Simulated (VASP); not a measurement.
# RbBr (rocksalt type) (Fm-3m) in VASP: further runs, part 3 of 3

VASP 6.6.1.

## (5) Electric field gradients, PBE

This run uses another cell than the first one, of 43.16 Å³/atom, 1.053 times its volume.

INCAR reads:

```
SYSTEM = RbBr
PREC     = Accurate       ! precision mode
ENCUT    = 520            ! plane-wave cutoff, eV
EDIFF    = 1E-8           ! SCF threshold, eV
ISMEAR   = -1             ! smearing method
SIGMA    = 0.05           ! smearing width, eV
LREAL    = .FALSE.        ! projectors in reciprocal space
LASPH    = .TRUE.         ! aspherical terms in the spheres
NELM     = 100            ! most SCF steps
ALGO     = Normal         ! electronic algorithm
ISIF     = 2              ! what is computed and relaxed
LWAVE    = .FALSE.        ! write WAVECAR
LCHARG   = .FALSE.        ! write CHGCAR
GGA      = PE             ! functional
LEFG     = .TRUE.       
NBANDS   = 15             ! bands
```

KPOINTS reads:

```
Automatic mesh
0
G
  9 9 9
  0 0 0
```

POSCAR reads:

```
RbBr
1.0
    0.0000000000      3.5076045653      3.5076045653
    3.5076045653      0.0000000000      3.5076045653
    3.5076045653      3.5076045653      0.0000000000
Rb Br
1 1
Direct
    0.0000000000      0.0000000000      0.0000000000
    0.5000000000      0.5000000000      0.5000000000
```

Potentials or basis: VASP PAW PBE potentials, release 64 (Rb_sv, Br).

Started as:

```console
cat potpaw_PBE.64/Rb_sv/POTCAR potpaw_PBE.64/Br/POTCAR > POTCAR
mpirun -np 1 vasp_std > vasp.out
```

OUTCAR:

```text
SYSTEM = RbBr
   PREC = Accurate
   ENCUT = 520
   EDIFF = 1E-8
   ISMEAR = -1
   LREAL = .FALSE.
   LASPH = .TRUE.
   NELM = 100
   ISIF = 2
   GGA = PE

 ion  position               nearest neighbor table
   1  0.000  0.000  0.000-   2 3.51   2 3.51   2 3.51   2 3.51   2 3.51   2 3.51
   2  0.500  0.500  0.500-   1 3.51   1 3.51   1 3.51   1 3.51   1 3.51   1 3.51

  LATTYP: Found a face centered cubic cell.
 ALAT       =     7.0152091306

  Lattice vectors:

 A1 = (   0.0000000000,   3.5076045653,   3.5076045653)
 A2 = (   3.5076045653,   0.0000000000,   3.5076045653)
 A3 = (   3.5076045653,   3.5076045653,   0.0000000000)

Analysis of symmetry for initial positions (statically):
=====================================================================
 Subroutine PRICEL returns:
 Original cell was already a primitive cell.

 Routine SETGRP: Setting up the symmetry group for a
 face centered cubic supercell.

[... 621 lines left out ...]
      direct lattice vectors                 reciprocal lattice vectors
     0.000000000  3.507604565  3.507604565    -0.142547425  0.142547425  0.142547425
     3.507604565  0.000000000  3.507604565     0.142547425 -0.142547425  0.142547425
     3.507604565  3.507604565  0.000000000     0.142547425  0.142547425 -0.142547425

 POSITION                                       TOTAL-FORCE (eV/Angst)
 -----------------------------------------------------------------------------------
      0.00000      0.00000      0.00000        -0.000000      0.000000     -0.000000
      3.50760      3.50760      3.50760         0.000000      0.000000      0.000000
 -----------------------------------------------------------------------------------
    total drift:                                0.000000     -0.000000     -0.000000

  FREE ENERGIE OF THE ION-ELECTRON SYSTEM (eV)
  ---------------------------------------------------
  free  energy   TOTEN  =        -6.1155400432 eV

  energy  without entropy=       -6.1155400431  energy(sigma->0) =       -6.11554004

 Electric field gradients (V/A^2)
---------------------------------------------------------------------
 ion       V_xx      V_yy      V_zz      V_xy      V_xz      V_yz
---------------------------------------------------------------------
   1       0.000     0.000    -0.000     0.000     0.000     0.000
   2       0.000     0.000     0.000    -0.000    -0.000    -0.000
---------------------------------------------------------------------

 Electric field gradients after diagonalization (V/A^2)
 (convention: |V_zz| > |V_xx| > |V_yy|)
----------------------------------------------------------------------
 ion       V_xx      V_yy      V_zz     asymmetry (V_yy - V_xx)/ V_zz
----------------------------------------------------------------------
   1      -0.000    -0.000     0.000       0.000
   2       0.000     0.000    -0.001       0.000
----------------------------------------------------------------------

           NMR quadrupolar parameters

 Cq : quadrupolar parameter    Cq=e*Q*V_zz/h
 eta: asymmetry parameters     (V_yy - V_xx)/ V_zz
 Q  : nuclear electric quadrupole moment in mb (millibarn)
----------------------------------------------------------------------
 ion       Cq(MHz)       eta       Q (mb)
----------------------------------------------------------------------
   1       0.000       0.000       1.000
   2      -0.000       0.000       1.000
----------------------------------------------------------------------
```

OSZICAR:

```text
N       E                     dE             d eps       ncg     rms          rms(c)
DAV:   1     0.855390221495E+02    0.85539E+02   -0.64841E+03  1050   0.899E+02
DAV:   2     0.309182549132E+00   -0.85230E+02   -0.77342E+02  1452   0.162E+02
DAV:   3    -0.614976862867E+01   -0.64590E+01   -0.64201E+01  1407   0.464E+01
DAV:   4    -0.635243946224E+01   -0.20267E+00   -0.20264E+00  1546   0.762E+00
DAV:   5    -0.635370593856E+01   -0.12665E-02   -0.12665E-02  1415   0.638E-01    0.261E+00
DAV:   6    -0.612131656912E+01    0.23239E+00   -0.27881E-01  1358   0.236E+00    0.169E+00
DAV:   7    -0.610191190028E+01    0.19405E-01   -0.12785E-01  1407   0.170E+00    0.898E-01
DAV:   8    -0.611464061857E+01   -0.12729E-01   -0.15668E-02  1167   0.714E-01    0.116E-01
DAV:   9    -0.611506519640E+01   -0.42458E-03   -0.72424E-04  1414   0.137E-01    0.724E-02
DAV:  10    -0.611553134735E+01   -0.46615E-03   -0.59870E-04  1141   0.135E-01    0.278E-02
DAV:  11    -0.611553304667E+01   -0.16993E-05   -0.35807E-05  1449   0.309E-02    0.920E-03
DAV:  12    -0.611553966544E+01   -0.66188E-05   -0.10432E-05  1169   0.185E-02    0.132E-03
DAV:  13    -0.611554000013E+01   -0.33469E-06   -0.46793E-07  1432   0.372E-03    0.275E-03
DAV:  14    -0.611554004477E+01   -0.44636E-07   -0.22883E-07  1190   0.259E-03    0.590E-04
DAV:  15    -0.611554004320E+01    0.15693E-08   -0.66041E-09  1113   0.517E-04
   1 F= -.61155400E+01 E0= -.61155400E+01  d E =-.523205E-10
```

stdout:

```text
POSCAR found type information on POSCAR RbBr
 POSCAR found :  2 types and       2 ions
 scaLAPACK will be used
 LDA part: xc-table for (Slater+PW92), standard interpolation
 POSCAR, INCAR and KPOINTS ok, starting setup
 FFT: planning ... GRIDC
 FFT: planning ... GRID_SOFT
 FFT: planning ... GRID
 WAVECAR not read
 entering main loop
ion   1

ion   2
```

Wall time 52 s (1 thread of Intel Xeon Platinum 8259CL at 2.50GHz (Skylake/Cascade Lake), shared host); peak memory 0.25 GiB.

What came out:

```
Free energy            : -6.1155 eV
Pressure               : 0.0 GPa
Band gap on the k mesh : 4.19 eV, direct
```

Levels at points of the mesh, in eV from the valence-band top:
| k point | band 4 | band 5 | band 6 | band 7 | band 8 | band 9 | band 10 | band 11 | band 12 | band 13 |
| --- | --- | --- | --- | --- | --- | --- | --- | --- | --- | --- |
| (0.00, 0.00, 0.00) | -8.64 | -8.64 | 0.00 | 0.00 | 0.00 | 4.19 | 7.25 | 7.25 | 7.25 | 8.09 |

Caveat: without QUAD_EFG the Cq values of the log hold for a quadrupole moment of 1 mb, not for the nuclei. Expect the measured gap to be larger: semilocal functionals such as PBE lack the derivative discontinuity.

## (6) Electric field gradients, PBE (volume scaled by 1.025)

INCAR reads:

```
SYSTEM = RbBr
PREC     = Accurate       ! precision mode
ENCUT    = 520            ! plane-wave cutoff, eV
EDIFF    = 1E-8           ! SCF threshold, eV
ISMEAR   = -1             ! smearing method
SIGMA    = 0.05           ! smearing width, eV
LREAL    = .False.        ! projectors in reciprocal space
LASPH    = .True.         ! aspherical terms in the spheres
NELM     = 60             ! most SCF steps
ALGO     = Normal         ! electronic algorithm
ISIF     = 2              ! what is computed and relaxed
LWAVE    = .False.        ! write WAVECAR
LCHARG   = .False.        ! write CHGCAR
GGA      = PE             ! functional
LEFG     = .True.       
NBANDS   = 15             ! bands
```

KPOINTS reads:

```
regular mesh
0
Gamma
  9 9 9
  0 0 0
```

POSCAR reads:

```
RbBr
1.0
    0.0000000000      3.5365943474      3.5365943474
    3.5365943474      0.0000000000      3.5365943474
    3.5365943474      3.5365943474      0.0000000000
Rb Br
1 1
Direct
    0.0000000000      0.0000000000      0.0000000000
    0.5000000000      0.5000000000      0.5000000000
```

Potentials or basis: VASP PAW PBE potentials, release 64 (Rb_sv, Br).

Started as:

```console
cat potpaw_PBE.64/Rb_sv/POTCAR potpaw_PBE.64/Br/POTCAR > POTCAR
mpirun -np 1 vasp_std > vasp.out
```

OUTCAR:

```text
SYSTEM = RbBr
   PREC = Accurate
   ENCUT = 520
   EDIFF = 1E-8
   ISMEAR = -1
   LREAL = .False.
   LASPH = .True.
   NELM = 60
   ISIF = 2
   GGA = PE

 ion  position               nearest neighbor table
   1  0.000  0.000  0.000-   2 3.54   2 3.54   2 3.54   2 3.54   2 3.54   2 3.54
   2  0.500  0.500  0.500-   1 3.54   1 3.54   1 3.54   1 3.54   1 3.54   1 3.54

  LATTYP: Found a face centered cubic cell.
 ALAT       =     7.0731886948

  Lattice vectors:

 A1 = (   0.0000000000,   3.5365943474,   3.5365943474)
 A2 = (   3.5365943474,   0.0000000000,   3.5365943474)
 A3 = (   3.5365943474,   3.5365943474,   0.0000000000)

Analysis of symmetry for initial positions (statically):
=====================================================================
 Subroutine PRICEL returns:
 Original cell was already a primitive cell.

 Routine SETGRP: Setting up the symmetry group for a
 face centered cubic supercell.

[... 621 lines left out ...]
      direct lattice vectors                 reciprocal lattice vectors
     0.000000000  3.536594347  3.536594347    -0.141378951  0.141378951  0.141378951
     3.536594347  0.000000000  3.536594347     0.141378951 -0.141378951  0.141378951
     3.536594347  3.536594347  0.000000000     0.141378951  0.141378951 -0.141378951

 POSITION                                       TOTAL-FORCE (eV/Angst)
 -----------------------------------------------------------------------------------
      0.00000      0.00000      0.00000        -0.000000      0.000000      0.000000
      3.53659      3.53659      3.53659         0.000000      0.000000     -0.000000
 -----------------------------------------------------------------------------------
    total drift:                                0.000000     -0.000000     -0.000000

  FREE ENERGIE OF THE ION-ELECTRON SYSTEM (eV)
  ---------------------------------------------------
  free  energy   TOTEN  =        -6.1141125715 eV

  energy  without entropy=       -6.1141125714  energy(sigma->0) =       -6.11411257

 Electric field gradients (V/A^2)
---------------------------------------------------------------------
 ion       V_xx      V_yy      V_zz      V_xy      V_xz      V_yz
---------------------------------------------------------------------
   1      -0.000    -0.000    -0.000     0.000     0.000     0.000
   2       0.000     0.000     0.000    -0.000    -0.000    -0.000
---------------------------------------------------------------------

 Electric field gradients after diagonalization (V/A^2)
 (convention: |V_zz| > |V_xx| > |V_yy|)
----------------------------------------------------------------------
 ion       V_xx      V_yy      V_zz     asymmetry (V_yy - V_xx)/ V_zz
----------------------------------------------------------------------
   1      -0.000    -0.000     0.000       0.000
   2       0.000     0.000    -0.001       0.000
----------------------------------------------------------------------

           NMR quadrupolar parameters

 Cq : quadrupolar parameter    Cq=e*Q*V_zz/h
 eta: asymmetry parameters     (V_yy - V_xx)/ V_zz
 Q  : nuclear electric quadrupole moment in mb (millibarn)
----------------------------------------------------------------------
 ion       Cq(MHz)       eta       Q (mb)
----------------------------------------------------------------------
   1       0.000       0.000       1.000
   2      -0.000       0.000       1.000
----------------------------------------------------------------------
```

Wall time 57 s (1 thread of Intel Xeon Platinum 8259CL at 2.50GHz (Skylake/Cascade Lake), shared host); peak memory 0.25 GiB.

Results:

```
Free energy            : -6.1141 eV
Pressure               : -0.2 GPa
Band gap on the k mesh : 4.13 eV, direct
```

Caveat: the cell differs from its parent crystal (volume scaled by 1.025); without QUAD_EFG the Cq values of the log hold for a quadrupole moment of 1 mb, not for the nuclei.

## (7) Overview

| cell | gap on the mesh (eV) | pressure (GPa) |
| --- | --- | --- |
| a = 4.876 Å, angles 60.0°, 2 atoms | 4.32 | 0.7 |
| a = 4.919 Å, angles 60.0°, 2 atoms | 4.25 | 0.4 |
| a = 4.961 Å, angles 60.0°, 2 atoms | 4.19 | 0.0 |
| a = 5.001 Å, angles 60.0°, 2 atoms | 4.13 | -0.2 |

Alike in all rows: task electric field gradients; level PBE; potentials or basis VASP PAW PBE potentials, release 64 (Rb_sv, Br); no spin polarisation; k mesh 9 × 9 × 9; cutoff (eV) 520; smearing fermi-dirac 0.05 eV.

Absolute energies hang on the potentials; compare differences alone.
